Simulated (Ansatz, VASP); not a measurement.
Two plane-wave programs on CdS

```
Cd S
1.0
     4.12453    0.00000    0.00000
    -2.06227    3.57195    0.00000
     0.00000    0.00000    6.70921
Cd S
2 2
Direct
  0.33333 0.66667 0.98168
  0.66667 0.33333 0.48168
  0.33333 0.66667 0.39532
  0.66667 0.33333 0.89532
```

Change from the starting cell: polar distortion scaled by 0.70.

Alike in both runs: task single point; functional PBEsol; k mesh 9 × 9 × 4; no spin polarisation.

```csv
,VASP,Ansatz
version,VASP 6.6.1,Ansatz 0.2.0
potentials or method,"VASP PAW PBE potentials, release 64 (Cd_sv_GW, S), cutoff 630 eV","scalar-relativistic, plane waves, PAW"
occupations,"gaussian, width 0.01 eV",fixed
valence electrons in the cell,52,52
```

```csv
,VASP,Ansatz,Ansatz less VASP
gap on the k mesh at the Fermi level (eV),1.21,1.21,0.000
least direct gap on the mesh (eV),1.21,1.21,0.000
pressure (GPa),1.0,1.1,+0.10
"traceless stress, the component that is largest in VASP (GPa)",-4.07,-4.09,-0.026
rms of the force components (eV/Å),0.372,0.375,+0.0022
```

VASP's potentials were made for PBE, not for PBEsol, and Ansatz warns of the same on its side. Atom by atom the forces differ by 0.002 eV/Å (rms over components).
